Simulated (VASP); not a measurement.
# As2H in VASP: single point with PBE+D3(BJ)

Aim: the single point of As2H with PBE+D3(BJ).

All numbers are computed with VASP 6.6.1; they aren't measurements. Logs are shortened: lines on timing, memory, paths and dates and some standing lists are left out, and cuts for length are marked.

## Step 1: The cell of the first run

The cell holds a slab with vacuum, 3 atoms: a = 3.571 Å, b = 3.571 Å, c = 18.398 Å, α = 90.00°, β = 90.00°, γ = 120.00°.

## Step 2: Single point, PBE+D3(BJ), collinear spin

Input file INCAR:

```
SYSTEM = As2H
ALGO = Normal
DIPOL = 0.5 0.5 0.314
EDIFF = 1E-6
ENCUT = 400
GGA = PE
GGA_COMPAT = .False.
IDIPOL = 3
ISIF = 2
ISMEAR = 0
ISPIN = 2
IVDW = 12
LASPH = .True.
LCHARG = .True.
LDIPOL = .True.
LELF = .True.
LORBIT = 11
LREAL = .False.
LVACPOTAV = .True.
LVHAR = .True.
LWAVE = .False.
MAGMOM = 0 0 1
NBANDS = 26
NELM = 200
NELMDL = -8
PREC = Accurate
SIGMA = 0.05
```

Input file KPOINTS:

```
k-points
0
Gamma
  9 9 1
  0 0 0
```

Input file POSCAR:

```
As2H
1.0
    3.5713387681      0.0000000000      0.0000000000
   -1.7856693841      3.0928700987      0.0000000000
    0.0000000000      0.0000000000     18.3976402524
As H
2 1
Direct
    0.3333333333      0.6666666667      0.2933876398
    0.6666666667      0.3333333333      0.2174191877
    0.3333333333      0.6666666667      0.4319923720
```

Potentials or basis: VASP PAW PBE potentials, release 64 (As_d, H).

Command:

```console
cat potpaw_PBE.64/As_d/POTCAR potpaw_PBE.64/H/POTCAR > POTCAR
mpirun -np 1 vasp_std > vasp.out
```

OUTCAR:

```text
SYSTEM = As2H
   EDIFF = 1E-6
   ENCUT = 400
   GGA = PE
   ISIF = 2
   ISMEAR = 0
   ISPIN = 2
   IVDW = 12
   LASPH = .True.
   LORBIT = 11
   LREAL = .False.
   NELM = 200
   NELMDL = -8
   PREC = Accurate
 IVDW          = 12

 ion  position               nearest neighbor table
   1  0.333  0.667  0.293-   2 2.49   2 2.49   2 2.49
   2  0.667  0.333  0.217-   1 2.49   1 2.49   1 2.49
   3  0.333  0.667  0.432-

  LATTYP: Found a hexagonal cell.
 ALAT       =     3.5713387681
 C/A-ratio  =     5.1514688040

  Lattice vectors:

 A1 = (   3.5713387681,   0.0000000000,   0.0000000000)
 A2 = (  -1.7856693841,   3.0928700987,   0.0000000000)
 A3 = (   0.0000000000,   0.0000000000,  18.3976402524)

Analysis of symmetry for initial positions (statically):
=====================================================================
 Subroutine PRICEL returns:
 Original cell was already a primitive cell.

 Routine SETGRP: Setting up the symmetry group for a
 hexagonal supercell.

 Subroutine GETGRP returns: Found  6 space group operations
 (whereof  6 operations were pure point group operations)
 out of a pool of 24 trial point group operations.

The static configuration has the point symmetry C_3v.

Analysis of symmetry for dynamics (positions and initial velocities):
=====================================================================
 Subroutine PRICEL returns:
 Original cell was already a primitive cell.

 Routine SETGRP: Setting up the symmetry group for a
 hexagonal supercell.

 Subroutine GETGRP returns: Found  6 space group operations
 (whereof  6 operations were pure point group operations)
 out of a pool of 24 trial point group operations.

The dynamic configuration has the point symmetry C_3v.

Analysis of structural, dynamic, and magnetic symmetry:
=====================================================================
 Subroutine PRICEL returns:
 Original cell was already a primitive cell.

 Routine SETGRP: Setting up the symmetry group for a
 hexagonal supercell.

 Subroutine GETGRP returns: Found  6 space group operations
 (whereof  6 operations were pure point group operations)
 out of a pool of 24 trial point group operations.

The overall configuration has the point symmetry C_3v.

 Subroutine INISYM returns: Found  6 space group operations
 (whereof  6 operations are pure point group operations),
 and found     1 'primitive' translations

----------------------------------------------------------------------------------------

                                     Primitive cell

  volume of cell :     203.2146

  direct lattice vectors                    reciprocal lattice vectors
     3.571338768  0.000000000  0.000000000     0.280007041  0.161662140  0.000000000
    -1.785669384  3.092870099  0.000000000     0.000000000  0.323324281  0.000000000
     0.000000000  0.000000000 18.397640252     0.000000000  0.000000000  0.054354797

  length of vectors
     3.571338768  3.571338768 18.397640252     0.323324281  0.323324281  0.054354797

  position of ions in fractional coordinates (direct lattice)
     0.333333333  0.666666667  0.293387640
     0.666666667  0.333333333  0.217419188
     0.333333333  0.666666667  0.431992372

  ion indices of the primitive-cell ions
   primitive index   ion index
                 1           1
                 2           2
                 3           3

----------------------------------------------------------------------------------------

 KPOINTS: k-points

Automatic generation of k-mesh.
 Grid dimensions read from file:
 generate k-points for:    9    9    1

 Generating k-lattice:

  Cartesian coordinates                     Fractional coordinates (reciprocal lattice)
     0.031111893  0.017962460  0.000000000     0.111111111  0.000000000  0.000000000
     0.000000000  0.035924920  0.000000000     0.000000000  0.111111111  0.000000000
     0.000000000  0.000000000  0.054354797     0.000000000  0.000000000  1.000000000

  Length of vectors
     0.035924920  0.035924920  0.054354797

  Shift w.r.t. Gamma in fractional coordinates (k-lattice)
     0.000000000  0.000000000  0.000000000

 Subroutine IBZKPT returns following result:
 ===========================================

 Found     12 irreducible k-points:

 Following reciprocal coordinates:
            Coordinates               Weight
  0.000000  0.000000  0.000000      1.000000
  0.111111 -0.000000  0.000000      6.000000
  0.222222 -0.000000  0.000000      6.000000
  0.333333 -0.000000  0.000000      6.000000
  0.444444 -0.000000  0.000000      6.000000
  0.111111  0.111111  0.000000      6.000000
  0.222222  0.111111  0.000000     12.000000
  0.333333  0.111111  0.000000     12.000000
  0.444444  0.111111  0.000000      6.000000
  0.222222  0.222222  0.000000      6.000000
  0.333333  0.222222  0.000000     12.000000
  0.333333  0.333333  0.000000      2.000000
   k-points           NKPTS =     12   k-points in BZ     NKDIM =     12   number of bands    NBANDS=     26
   number of dos      NEDOS =    301   number of ions     NIONS =      3
   total plane-waves  NPLWV =  69120
   dimension x,y,z NGX =    24 NGY =   24 NGZ =  120
   dimension x,y,z NGXF=    48 NGYF=   48 NGZF=  240
   ions per type =               2   1
   NGX,Y,Z   is equivalent  to a cutoff of  11.17, 11.17, 10.84 a.u.
   NGXF,Y,Z  is equivalent  to a cutoff of  22.34, 22.34, 21.69 a.u.
 SYSTEM =  As2H
   PREC   = accura    normal or accurate (medium, high low for compatibility)
   ISTART =      0    job   : 0-new  1-cont  2-samecut
   ICHARG =      2    charge: 1-file 2-atom 10-const
   ISPIN  =      2    spin polarized calculation?
   LNONCOLLINEAR =      F non collinear calculations
   LSORBIT =      F    spin-orbit coupling
   LASPH  =      T    aspherical Exc in radial PAW
   ENCUT  =  400.0 eV  29.40 Ry    5.42 a.u.   5.82  5.82 30.00*2*pi/ulx,y,z
   NELM   =    200;   NELMIN=  2; NELMDL= -8     # of ELM steps
   EDIFF  = 0.1E-05   stopping-criterion for ELM
   LREAL  =      F    real-space projection
   EDIFFG = 0.1E-04   stopping-criterion for IOM
   NSW    =      0    number of steps for IOM
   IBRION =     -1    ionic relax: 0-MD 1-quasi-New 2-CG
   NFREE  =      0    steps in history (QN), initial steepest desc. (CG)
   ISIF   =      2    stress and relaxation
   ISYM   =      2    0-nonsym 1-usesym 2-fastsym
   POTIM  = 0.5000    time-step for ionic-motion
   TEBEG  =    0.0;   TEEND  =   0.0 temperature during run
   PSTRESS=    0.0 pullay stress
   NELECT =      31.0000    total number of electrons
   NUPDOWN=      -1.0000    fix difference up-down
   EMIN   =  10.00;   EMAX   =-10.00  energy-range for DOS
   EFERMI =   0.00;   METHOD = LEGACY
   ISMEAR =     0;   SIGMA  =   0.05  broadening in eV -4-tet -1-fermi 0-gaus
   EFERMI_NEDOS =   21; number of points for ismear=-14 and -15
   IALGO  =     38    algorithm
   IMIX   =      4    mixing-type and parameters
     AMIX     =   0.40;   BMIX     =  1.00
     AMIX_MAG =   1.60;   BMIX_MAG =  1.00
  volume/ion in A,a.u.               =      67.74       457.12
  Fermi-wavevector in a.u.,A,eV,Ry     =   0.874736  1.653012 10.410681  0.765163
  Thomas-Fermi vector in A             =   1.994309
   LORBIT       =     11    0 simple, 1 ext, 2 COOP (PROOUT), +10 PAW based schemes
   GGA     = PE    functional components
   LHFCALC =     F    Hartree Fock is set to
   AEXX    =    0.0000 exact exchange contribution
   IVDW    =    12    specifies the selected vdW correction
   LEPSILON=     F    determine dielectric tensor
   LRPA    =     F    only Hartree local field effects (RPA)
 spin polarized calculation
 Gauss-broadening in eV      SIGMA  =   0.05
  energy-cutoff  :      400.00
  volume of cell :      203.21
 maximum number of plane-waves:      3710
 NGX is ok and might be reduce to    24
   NGX = 11   NGY = 11   NGZ = 61

 dipolmoment           0.000000      0.000000     -0.005205 electrons x Angstroem

 number of electron      31.0000005 magnetization       1.0000001

 dipolmoment           0.000000      0.000000      0.055059 electrons x Angstroem

 Free energy of the ion-electron system (eV)
  ---------------------------------------------------
  ext. energy  EPLUGINS =         0.00000000
  ---------------------------------------------------
  free energy    TOTEN  =       -10.50824859 eV

  energy without entropy =      -10.50824859  energy(sigma->0) =      -10.50824859

 E-fermi :  -3.2776     XC(G=0):  -3.3371

 val. band max:       -3.5240647900   @ k =   0.1111   0.1111   0.0000
 cond. band min:      -2.4824379429   @ k =   0.3333  -0.0000   0.0000
 fundamental gap:      1.0416268470
 Fermi energy:        -3.2775740670

 spin component 1

 k-point     1 :       0.0000    0.0000    0.0000
  band No.  band energies     occupation
      1     -39.0302      1.00000
      2     -39.0302      1.00000
      3     -38.9886      1.00000
      4     -38.9886      1.00000
      5     -38.9540      1.00000
      6     -38.9074      1.00000
[... 18 lines left out ...]
     25       5.2386      0.00000
     26       6.3482      0.00000

 k-point     2 :       0.1111   -0.0000    0.0000
  band No.  band energies     occupation
      1     -39.0297      1.00000
      2     -39.0266      1.00000
      3     -38.9878      1.00000
      4     -38.9862      1.00000
      5     -38.9531      1.00000
      6     -38.9089      1.00000
[... 18 lines left out ...]
     25       5.3590      0.00000
[... 260 lines left out ...]
     25       5.9387      0.00000
     26       6.2167      0.00000

 k-point    12 :       0.3333    0.3333    0.0000
  band No.  band energies     occupation
      1     -39.0264      1.00000
      2     -38.9844      1.00000
      3     -38.9704      1.00000
      4     -38.9570      1.00000
      5     -38.9526      1.00000
      6     -38.9320      1.00000
[... 18 lines left out ...]
     25       5.9842      0.00000
     26       6.5950      0.00000
 Fermi energy:        -3.2775740670

 spin component 2

 k-point     1 :       0.0000    0.0000    0.0000
  band No.  band energies     occupation
      1     -39.0176      1.00000
      2     -39.0176      1.00000
      3     -38.9752      1.00000
      4     -38.9752      1.00000
      5     -38.9459      1.00000
      6     -38.8950      1.00000
[... 18 lines left out ...]
     25       5.5253      0.00000
     26       6.4265      0.00000

 k-point     2 :       0.1111   -0.0000    0.0000
  band No.  band energies     occupation
      1     -39.0171      1.00000
      2     -39.0139      1.00000
      3     -38.9745      1.00000
      4     -38.9728      1.00000
      5     -38.9450      1.00000
      6     -38.8964      1.00000
[... 18 lines left out ...]
     25       5.6484      0.00000
[... 260 lines left out ...]
     25       6.4346      0.00000
     26       6.6069      0.00000

 k-point    12 :       0.3333    0.3333    0.0000
  band No.  band energies     occupation
      1     -39.0134      1.00000
      2     -38.9689      1.00000
      3     -38.9584      1.00000
      4     -38.9477      1.00000
      5     -38.9424      1.00000
      6     -38.9210      1.00000
[... 18 lines left out ...]
     25       6.0533      0.00000
     26       6.8580      0.00000

------------------------ aborting loop because EDIFF is reached ----------------------------------------

 Edisp (eV)   -0.48533

 E8    (eV) :    -0.2083

  FORCE on cell =-STRESS in cart. coord.  units (eV):
  Direction    XX          YY          ZZ          XY          YZ          ZX
  --------------------------------------------------------------------------------------
  -------------------------------------------------------------------------------------
  Total       0.08034     0.08034    -0.53372    -0.00000     0.00000     0.00000
  in kB       0.63344     0.63344    -4.20792    -0.00000     0.00000     0.00000
  external pressure =       -0.98 kB  Pullay stress =        0.00 kB

 VOLUME and BASIS-vectors are now :
 -----------------------------------------------------------------------------
  energy-cutoff  :      400.00
  volume of cell :      203.21
      direct lattice vectors                 reciprocal lattice vectors
     3.571338768  0.000000000  0.000000000     0.280007041  0.161662140  0.000000000
    -1.785669384  3.092870099  0.000000000     0.000000000  0.323324281  0.000000000
     0.000000000  0.000000000 18.397640252     0.000000000  0.000000000  0.054354797

 POSITION                                       TOTAL-FORCE (eV/Angst)
 -----------------------------------------------------------------------------------
     -0.00000      2.06191      5.39764        -0.000000      0.000000      0.216439
      1.78567      1.03096      4.00000        -0.000000      0.000000     -0.034013
     -0.00000      2.06191      7.94764         0.000000      0.000000     -0.182426
 -----------------------------------------------------------------------------------
    total drift:                                0.000001      0.000000     -0.001052

  FREE ENERGIE OF THE ION-ELECTRON SYSTEM (eV)
  ---------------------------------------------------
  free  energy   TOTEN  =       -10.9935738109 eV

  energy  without entropy=      -10.9935738109  energy(sigma->0) =      -10.99357381

 vacuum level on the upper side and lower side of the slab         2.363         1.460

 total charge

# of ion       s       p       d       tot
------------------------------------------
    1        1.539   1.863  10.070  13.472
    2        1.532   1.886  10.067  13.485
    3        0.387   0.001   0.000   0.388
--------------------------------------------------
tot          3.459   3.750  20.136  27.345

 magnetization (x)

# of ion       s       p       d       tot
------------------------------------------
    1        0.033  -0.008   0.003   0.028
    2        0.001   0.075   0.001   0.078
    3        0.341   0.000   0.000   0.341
--------------------------------------------------
tot          0.374   0.067   0.005   0.446
```

It took 72 s on 1 thread of Intel Xeon 6975P-C (Granite Rapids), shared host; peak memory 0.32 GiB.

What came out:

- Free energy: -10.9936 eV
- Largest force: 0.216 eV/Å
- Band gap on the k mesh: 1.04 eV (least direct gap 1.48 eV)
- Net moment: 1.00 μB per cell
- Site moments: As +0.03, +0.08; H +0.34 μB
- Valence electrons inside the program's atomic spheres: As 13.47, 13.48; H 0.39
- Dispersion energy per atom: -0.162 eV

Forces in eV/Å, atoms in the order of the input:
```
As   0.000  0.000  0.216
As   0.000  0.000 -0.034
H    0.000  0.000 -0.182
```
